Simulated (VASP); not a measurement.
# PbS (R3m) in VASP: notebook

The runs below take PbS through single point, with r2SCAN.

Everything below comes from runs of VASP 6.6.1. Logs are shortened: lines on timing, memory, paths and dates and some standing lists are left out, and cuts for length are marked.

### 1 The cell of the first run

Symmetry: R3m, No. 160, trigonal system. The conventional cell has a = 4.225 Å, b = 4.225 Å, c = 10.356 Å, α = 90.00°, β = 90.00°, γ = 120.00°. Pb (site symmetry 3m) has 6 S at 2.96 to 3.02 Å within 3.9 Å. S (site symmetry 3m) has 6 Pb at 2.96 to 3.02 Å within 3.9 Å.

### 2 Single point, r2SCAN

File POSCAR:

```
PbS
1.0
    2.1126617100      1.2197458000      3.4519162500
   -2.1126617100      1.2197458000      3.4519162500
    0.0000000000     -2.4394916100      3.4519162500
Pb S
1 1
Direct
    0.9805657800      0.9805657800      0.9805657800
    0.4750355500      0.4750355500      0.4750355500
```

File INCAR.step1:

```
SYSTEM = PbS
PREC = Accurate
ENCUT = 520
ISMEAR = 1
SIGMA = 0.02
LREAL = .FALSE.
LASPH = .TRUE.
NELM = 100
NBANDS = 17
GGA = PE
ALGO = Normal
EDIFF = 1E-4
LWAVE = .TRUE.
LCHARG = .FALSE.
```

File INCAR.step2:

```
SYSTEM = PbS
PREC = Accurate
ENCUT = 520
EDIFF = 1E-6
ISMEAR = 1
SIGMA = 0.02
LREAL = .FALSE.
LASPH = .TRUE.
NELM = 100
ALGO = Normal
ISIF = 2
LWAVE = .FALSE.
LCHARG = .TRUE.
METAGGA = R2SCAN
LMIXTAU = .TRUE.
LELF = .TRUE.
LVHAR = .TRUE.
NBANDS = 17
ISTART = 1
```

File KPOINTS:

```
Automatic mesh
0
G
  2 2 2
  0 0 0
```

Potentials or basis: VASP PAW PBE potentials, release 64 (Pb_d, S).

Started as:

```
> cat potpaw_PBE.64/Pb_d/POTCAR potpaw_PBE.64/S/POTCAR > POTCAR
> cp INCAR.step1 INCAR
> mpirun -np 1 vasp_std > vasp.out
> cp INCAR.step2 INCAR
> mpirun -np 1 vasp_std > vasp.out
```

OUTCAR:

```text
SYSTEM = PbS
   PREC = Accurate
   ENCUT = 520
   EDIFF = 1E-6
   ISMEAR = 1
   LREAL = .FALSE.
   LASPH = .TRUE.
   NELM = 100
   ISIF = 2
   METAGGA = R2SCAN
   ISTART = 1

 ion  position               nearest neighbor table
   1  0.981  0.981  0.981-   2 2.96   2 2.96   2 2.96   2 3.02   2 3.02   2 3.02
   2  0.475  0.475  0.475-   1 2.96   1 2.96   1 2.96   1 3.02   1 3.02   1 3.02

  LATTYP: Found a trigonal (rhomboedric) cell.
 ALAT       =     4.2269191043
 COS(alpha) =     0.5003774340

  Lattice vectors:

 A1 = (   2.1126617100,   1.2197458000,   3.4519162500)
 A2 = (  -2.1126617100,   1.2197458000,   3.4519162500)
 A3 = (   0.0000000000,  -2.4394916100,   3.4519162500)

Analysis of symmetry for initial positions (statically):
=====================================================================
 Subroutine PRICEL returns:
 Original cell was already a primitive cell.

 Routine SETGRP: Setting up the symmetry group for a
 trigonal (rhombohedral) supercell.

 Subroutine GETGRP returns: Found  6 space group operations
 (whereof  6 operations were pure point group operations)
 out of a pool of 12 trial point group operations.

The static configuration has the point symmetry C_3v.

Analysis of symmetry for dynamics (positions and initial velocities):
=====================================================================
 Subroutine PRICEL returns:
 Original cell was already a primitive cell.

 Routine SETGRP: Setting up the symmetry group for a
 trigonal (rhombohedral) supercell.

 Subroutine GETGRP returns: Found  6 space group operations
 (whereof  6 operations were pure point group operations)
 out of a pool of 12 trial point group operations.

The dynamic configuration has the point symmetry C_3v.

 Subroutine INISYM returns: Found  6 space group operations
 (whereof  6 operations are pure point group operations),
 and found     1 'primitive' translations

----------------------------------------------------------------------------------------

                                     Primitive cell

  volume of cell :      53.3717

  direct lattice vectors                    reciprocal lattice vectors
     2.112661710  1.219745800  3.451916250     0.236668274  0.136640492  0.096564722
    -2.112661710  1.219745800  3.451916250    -0.236668274  0.136640492  0.096564722
[... 62 lines left out ...]
   ENCUT  =  520.0 eV  38.22 Ry    6.18 a.u.   7.86  7.86  7.86*2*pi/ulx,y,z
   NELM   =    100;   NELMIN=  2; NELMDL=  0     # of ELM steps
   EDIFF  = 0.1E-05   stopping-criterion for ELM
   LREAL  =      F    real-space projection
   EDIFFG = 0.1E-04   stopping-criterion for IOM
   NSW    =      0    number of steps for IOM
   IBRION =     -1    ionic relax: 0-MD 1-quasi-New 2-CG
   NFREE  =      0    steps in history (QN), initial steepest desc. (CG)
   ISIF   =      2    stress and relaxation
   ISYM   =      2    0-nonsym 1-usesym 2-fastsym
   POTIM  = 0.5000    time-step for ionic-motion
   TEBEG  =    0.0;   TEEND  =   0.0 temperature during run
   PSTRESS=    0.0 pullay stress
   NELECT =      20.0000    total number of electrons
   NUPDOWN=      -1.0000    fix difference up-down
   EMIN   =  10.00;   EMAX   =-10.00  energy-range for DOS
   EFERMI =   0.00;   METHOD = LEGACY
   ISMEAR =     1;   SIGMA  =   0.02  broadening in eV -4-tet -1-fermi 0-gaus
   EFERMI_NEDOS =   21; number of points for ismear=-14 and -15
   IALGO  =     38    algorithm
   IMIX   =      4    mixing-type and parameters
     AMIX     =   0.40;   BMIX     =  1.00
     AMIX_MAG =   1.60;   BMIX_MAG =  1.00
  volume/ion in A,a.u.               =      26.69       180.08
  Fermi-wavevector in a.u.,A,eV,Ry     =   1.180270  2.230386 18.953411  1.393036
  Thomas-Fermi vector in A             =   2.316565
   LORBIT       =      0    0 simple, 1 ext, 2 COOP (PROOUT), +10 PAW based schemes
   METAGGA = R2SCAN    functional components
   LHFCALC =     F    Hartree Fock is set to
   AEXX    =    0.0000 exact exchange contribution
   IVDW    =     0    specifies the selected vdW correction
   LEPSILON=     F    determine dielectric tensor
   LRPA    =     F    only Hartree local field effects (RPA)
 non-spin polarized calculation
 Methfessel and Paxton  Order N= 1 SIGMA  =   0.02
  energy-cutoff  :      520.00
  volume of cell :       53.37
 maximum number of plane-waves:      1459
 NGX is ok and might be reduce to    32
   NGX = 15   NGY = 15   NGZ = 15

 number of electron      20.0000002 magnetization

 Free energy of the ion-electron system (eV)
  ---------------------------------------------------
  ext. energy  EPLUGINS =         0.00000000
  ---------------------------------------------------
  free energy    TOTEN  =       -64.36716959 eV

  energy without entropy =      -64.36775301  energy(sigma->0) =      -64.36736406

 E-fermi :   5.6578     XC(G=0): -10.0436

 val. band max:        5.6417637742   @ k =   0.5000   0.0000   0.0000
 cond. band min:       6.1788064160   @ k =   0.5000   0.0000   0.0000
 fundamental gap:      0.5370426418
 Fermi energy:         5.6578059200

 k-point     1 :       0.0000    0.0000    0.0000
  band No.  band energies     occupation
      1     -12.1977      2.00000
      2     -12.1977      2.00000
      3     -12.1975      2.00000
      4     -12.1693      2.00000
      5     -12.1693      2.00000
      6      -8.2333      2.00000
[... 57 lines left out ...]
      4     -12.1499      2.00000
      5     -12.1499      2.00000
      6      -6.8999      2.00000
[... 9 lines left out ...]
     16      16.2176      0.00000
     17      16.4884      0.00000

------------------------ aborting loop because EDIFF is reached ----------------------------------------

  FORCE on cell =-STRESS in cart. coord.  units (eV):
  Direction    XX          YY          ZZ          XY          YZ          ZX
  --------------------------------------------------------------------------------------
  -------------------------------------------------------------------------------------
  Total        2.5101912      2.5101912      2.4405541      0.0000000     -0.0000000      0.0000000
  in kB       75.3540496     75.3540492     73.2635940      0.0000000     -0.0000001      0.0000000
  external PRESSURE =      74.6572309 kB  Pullay stress =       0.0000000 kB

 VOLUME and BASIS-vectors are now :
 -----------------------------------------------------------------------------
  energy-cutoff  :      520.00
  volume of cell :       53.37
      direct lattice vectors                 reciprocal lattice vectors
     2.112661710  1.219745800  3.451916250     0.236668274  0.136640492  0.096564722
    -2.112661710  1.219745800  3.451916250    -0.236668274  0.136640492  0.096564722
     0.000000000 -2.439491610  3.451916250     0.000000000 -0.273280984  0.096564722

 POSITION                                       TOTAL-FORCE (eV/Angst)
 -----------------------------------------------------------------------------------
      0.00000     -0.00000     10.15449         0.000000     -0.000000      0.517041
      0.00000     -0.00000      4.91935         0.000000      0.000000     -0.517041
 -----------------------------------------------------------------------------------
    total drift:                                0.000000     -0.000000     -0.000280

  FREE ENERGIE OF THE ION-ELECTRON SYSTEM (eV)
  ---------------------------------------------------
  free  energy   TOTEN  =       -64.3671695886 eV

  energy  without entropy=      -64.3677530068  energy(sigma->0) =      -64.36736406
```

OUTCAR.step1:

```text
SYSTEM = PbS
   PREC = Accurate
   ENCUT = 520
   ISMEAR = 1
   LREAL = .FALSE.
   LASPH = .TRUE.
[... 280 lines left out ...]
      0.00000     -0.00000     10.15449         0.000000     -0.000000      0.711204
      0.00000     -0.00000      4.91935         0.000000      0.000000     -0.711204
 -----------------------------------------------------------------------------------
    total drift:                                0.000000     -0.000000      0.004295

  FREE ENERGIE OF THE ION-ELECTRON SYSTEM (eV)
  ---------------------------------------------------
  free  energy   TOTEN  =        -7.4695155630 eV

  energy  without entropy=       -7.4700117973  energy(sigma->0) =       -7.46968097
```

OSZICAR.step1:

```text
N       E                     dE             d eps       ncg     rms          rms(c)
DAV:   1     0.155330272980E+03    0.15533E+03   -0.91192E+03   136   0.123E+03
DAV:   2     0.505135036578E+01   -0.15028E+03   -0.14414E+03   136   0.311E+02
DAV:   3    -0.804419582359E+01   -0.13096E+02   -0.12943E+02   196   0.963E+01
DAV:   4    -0.840271227571E+01   -0.35852E+00   -0.35823E+00   183   0.169E+01
DAV:   5    -0.841233431891E+01   -0.96220E-02   -0.96217E-02   183   0.279E+00    0.467E+00
DAV:   6    -0.749466562928E+01    0.91767E+00   -0.24334E+00   205   0.924E+00    0.373E+00
DAV:   7    -0.746149413734E+01    0.33171E-01   -0.36884E-01   180   0.281E+00    0.226E+00
DAV:   8    -0.747151315003E+01   -0.10019E-01   -0.66720E-02   142   0.194E+00    0.465E-01
DAV:   9    -0.746869294485E+01    0.28202E-02   -0.20162E-02   195   0.631E-01    0.170E-01
DAV:  10    -0.746922417365E+01   -0.53123E-03   -0.85400E-04   147   0.161E-01    0.987E-02
DAV:  11    -0.746952616639E+01   -0.30199E-03   -0.35919E-04   156   0.112E-01    0.296E-02
DAV:  12    -0.746951556298E+01    0.10603E-04   -0.17146E-04   107   0.631E-02
   1 F= -.74695156E+01 E0= -.74696810E+01  d E =0.496234E-03
```

Run time: 17 s. Hardware: 1 thread of AMD EPYC 7R13 (Zen 3), shared host; peak memory 0.15 GiB.

Results:

```yaml
Free_energy: -64.3672 eV
Pressure: 7.5 GPa
Largest_force: 0.517 eV/Å
Band_gap_on_the_k_mesh: 0.54 eV, direct
```

Forces on the atoms (eV/Å):
```
Pb   0.000  0.000  0.517
S    0.000  0.000 -0.517
```

Levels at points of the mesh, in eV from the valence-band top:
```tsv
k point	band 7	band 8	band 9	band 10	band 11	band 12	band 13	band 14
(0.00, 0.00, 0.00)	-6.26	-2.05	-2.05	-2.05	5.24	5.26	5.26	7.05
(0.50, 0.00, 0.00)	-9.21	-1.66	-1.66	0.00	0.54	2.04	2.04	8.99
(0.50, 0.50, 0.00)	-7.61	-5.19	-3.39	-3.38	4.02	5.92	5.93	5.98
(0.50, 0.50, 0.50)	-9.20	-1.65	-1.65	-0.01	0.55	2.04	2.04	8.98
```

Caveat: the k points lie up to 0.91 Å⁻¹ apart; the PAW data sets were made with another functional, which shifts forces and pressure a little; spin-orbit coupling is left out, which moves the levels of the heavy elements.

### 3 Single point, r2SCAN

POSCAR is that of step 2.

File INCAR.step1:

```
PREC = Accurate ; ENCUT = 520
ISMEAR = 1 ; SIGMA = 0.02
LREAL = F ; LASPH = T
NELM = 100 ; NBANDS = 17
GGA = PE ; ALGO = Normal
EDIFF = 1E-4 ; LWAVE = T
LCHARG = F
```

File INCAR.step2:

```
PREC = Accurate ; ENCUT = 520
EDIFF = 1E-6 ; ISMEAR = 1
SIGMA = 0.02 ; LREAL = F
LASPH = T ; NELM = 100
ALGO = Normal ; ISIF = 2
LWAVE = F ; LCHARG = F
METAGGA = R2SCAN ; LMIXTAU = T
NBANDS = 17 ; ISTART = 1
```

File KPOINTS:

```
regular mesh
0
Gamma
  4 4 4
```

Potentials or basis: VASP PAW PBE potentials, release 64 (Pb_d, S).

Started as:

```
> cat potpaw_PBE.64/Pb_d/POTCAR potpaw_PBE.64/S/POTCAR > POTCAR
> cp INCAR.step1 INCAR
> mpirun -np 1 vasp_std > vasp.out
> cp INCAR.step2 INCAR
> mpirun -np 1 vasp_std > vasp.out
```

Wall time 40 s (1 thread of AMD EPYC 7R13 (Zen 3), shared host); peak memory 0.15 GiB.

The run converged. Its results:

```yaml
Free_energy: -65.5999 eV
Pressure: 0.1 GPa
Largest_force: 0.024 eV/Å
Band_gap_on_the_k_mesh: 0.72 eV, direct
```

Forces on the atoms (eV/Å):
```
Pb   0.000  0.000  0.024
S    0.000  0.000 -0.024
```

Levels at points of the mesh, in eV from the valence-band top:
```tsv
k point	band 7	band 8	band 9	band 10	band 11	band 12	band 13	band 14
(0.00, 0.00, 0.00)	-6.12	-2.19	-2.19	-2.18	5.48	5.51	5.51	7.23
(0.50, 0.00, 0.00)	-8.95	-1.81	-1.81	0.00	0.72	2.27	2.28	9.15
(0.50, 0.50, 0.00)	-7.31	-5.15	-3.43	-3.43	4.25	5.95	6.03	6.05
(0.50, 0.50, 0.50)	-8.94	-1.81	-1.81	-0.02	0.74	2.27	2.27	9.15
```

Caveat: the k points lie up to 0.46 Å⁻¹ apart; the PAW data sets were made with another functional, which shifts forces and pressure a little; spin-orbit coupling is left out, which moves the levels of the heavy elements.

### 4 Single point, r2SCAN

POSCAR is that of step 3.

File INCAR.step1:

```
SYSTEM = PbS
PREC = Accurate ; ENCUT = 520
ISMEAR = 1 ; SIGMA = 0.02
LREAL = .False. ; LASPH = .True.
NELM = 60 ; NBANDS = 17
GGA = PE ; ALGO = Normal
EDIFF = 1E-4 ; LWAVE = .True.
LCHARG = .False.
```

File INCAR.step2:

```
SYSTEM = PbS
PREC = Accurate ; ENCUT = 520
EDIFF = 1E-6 ; ISMEAR = 1
SIGMA = 0.02 ; LREAL = .False.
LASPH = .True. ; NELM = 60
ALGO = Normal ; ISIF = 2
LWAVE = .False. ; LCHARG = .True.
METAGGA = R2SCAN ; LMIXTAU = .True.
LELF = .True. ; LVHAR = .True.
NBANDS = 17 ; ISTART = 1
```

File KPOINTS:

```
Automatic mesh
0
Gamma
  6 6 6
  0 0 0
```

Started as:

```
> cat potpaw_PBE.64/Pb_d/POTCAR potpaw_PBE.64/S/POTCAR > POTCAR
> cp INCAR.step1 INCAR
> mpirun -np 1 vasp_std > vasp.out
> cp INCAR.step2 INCAR
> mpirun -np 1 vasp_std > vasp.out
```

Run time: 82 s. Hardware: 1 thread of AMD EPYC 7R13 (Zen 3), shared host; peak memory 0.17 GiB.

The run converged. Its results:

```
Free energy            : -65.6130 eV
Pressure               : -0.1 GPa
Largest force          : 0.007 eV/Å
Band gap on the k mesh : 0.72 eV, direct
```

Forces on the atoms (eV/Å):
```
Pb   0.000  0.000 -0.007
S    0.000  0.000  0.007
```

Levels at points of the mesh, in eV from the valence-band top:
| k point | band 8 | band 9 | band 10 | band 11 | band 12 | band 13 |
| --- | --- | --- | --- | --- | --- | --- |
| (0.00, 0.00, 0.00) | -2.19 | -2.19 | -2.19 | 5.48 | 5.51 | 5.51 |
| (0.50, 0.00, 0.00) | -1.81 | -1.81 | 0.00 | 0.72 | 2.27 | 2.28 |
| (0.50, 0.50, 0.00) | -5.15 | -3.44 | -3.43 | 4.25 | 5.95 | 6.03 |
| (0.50, 0.50, 0.50) | -1.81 | -1.81 | -0.02 | 0.74 | 2.27 | 2.27 |

Caveat: the PAW data sets were made with another functional, which shifts forces and pressure a little; spin-orbit coupling is left out, which moves the levels of the heavy elements.

### 5 Single point, r2SCAN

POSCAR is that of step 4.

File INCAR.step1:

```
SYSTEM = PbS
PREC     = Accurate       ! precision mode
ENCUT    = 520            ! plane-wave cutoff, eV
ISMEAR   = 1              ! smearing method
SIGMA    = 0.02           ! smearing width, eV
LREAL    = .FALSE.        ! projectors in reciprocal space
LASPH    = .TRUE.         ! aspherical terms in the spheres
NELM     = 60             ! most SCF steps
NBANDS   = 17             ! bands
GGA      = PE             ! functional
ALGO     = Normal         ! electronic algorithm
EDIFF    = 1E-4           ! SCF threshold, eV
LWAVE    = .TRUE.         ! write WAVECAR
LCHARG   = .FALSE.        ! write CHGCAR
```

File INCAR.step2:

```
SYSTEM = PbS
PREC     = Accurate       ! precision mode
ENCUT    = 520            ! plane-wave cutoff, eV
EDIFF    = 1E-6           ! SCF threshold, eV
ISMEAR   = 1              ! smearing method
SIGMA    = 0.02           ! smearing width, eV
LREAL    = .FALSE.        ! projectors in reciprocal space
LASPH    = .TRUE.         ! aspherical terms in the spheres
NELM     = 60             ! most SCF steps
ALGO     = Normal         ! electronic algorithm
ISIF     = 2              ! what is computed and relaxed
LWAVE    = .FALSE.        ! write WAVECAR
LCHARG   = .TRUE.         ! write CHGCAR
METAGGA  = R2SCAN         ! meta-GGA
LMIXTAU  = .TRUE.       
LELF     = .TRUE.         ! ELF
LVHAR    = .TRUE.       
NBANDS   = 17             ! bands
ISTART   = 1
```

File KPOINTS:

```
regular mesh
0
G
  8 8 8
  0 0 0
```

Started as:

```
> cat potpaw_PBE.64/Pb_d/POTCAR potpaw_PBE.64/S/POTCAR > POTCAR
> cp INCAR.step1 INCAR
> mpirun -np 1 vasp_std > vasp.out
> cp INCAR.step2 INCAR
> mpirun -np 1 vasp_std > vasp.out
```

It took 2.5 min on 1 thread of AMD EPYC 7R13 (Zen 3), shared host; peak memory 0.19 GiB.

The run converged. Its results:

```yaml
Free_energy: -65.6119 eV
Pressure: 0.0 GPa
Largest_force: 0.012 eV/Å
Band_gap_on_the_k_mesh: 0.72 eV, direct
```

Forces on the atoms (eV/Å):
```
Pb   0.000  0.000 -0.012
S    0.000  0.000  0.012
```

Levels at points of the mesh, in eV from the valence-band top:
```
           k point  band 8  band 9  band 10  band 11  band 12  band 13
(0.00, 0.00, 0.00)   -2.19   -2.19    -2.19     5.48     5.51     5.51
(0.50, 0.00, 0.00)   -1.81   -1.81     0.00     0.72     2.27     2.27
(0.50, 0.50, 0.00)   -5.15   -3.44    -3.43     4.25     5.95     6.03
(0.50, 0.50, 0.50)   -1.81   -1.81    -0.02     0.74     2.27     2.27
```

Caveat: the PAW data sets were made with another functional, which shifts forces and pressure a little; spin-orbit coupling is left out, which moves the levels of the heavy elements. A k mesh can miss the band edges.

### 6 The runs side by side

```csv
k mesh,gap on the mesh (eV),pressure (GPa),largest force (eV/Å)
2 × 2 × 2,0.54,7.5,0.52
4 × 4 × 4,0.72,0.1,0.02
6 × 6 × 6,0.72,-0.1,0.01
8 × 8 × 8,0.72,0.0,0.01
```

Alike in all rows: task single point; level r2SCAN; potentials or basis VASP PAW PBE potentials, release 64 (Pb_d, S); no spin polarisation; cell as given; cutoff (eV) 520; smearing methfessel-paxton 0.02 eV.

Caveats: some runs use coarse meshes; the PAW data sets were made with another functional, which shifts forces and pressure a little; spin-orbit coupling is left out, which moves the levels of the heavy elements.

Total energies depend on the potentials used, so only differences within one code and one set of settings carry meaning.
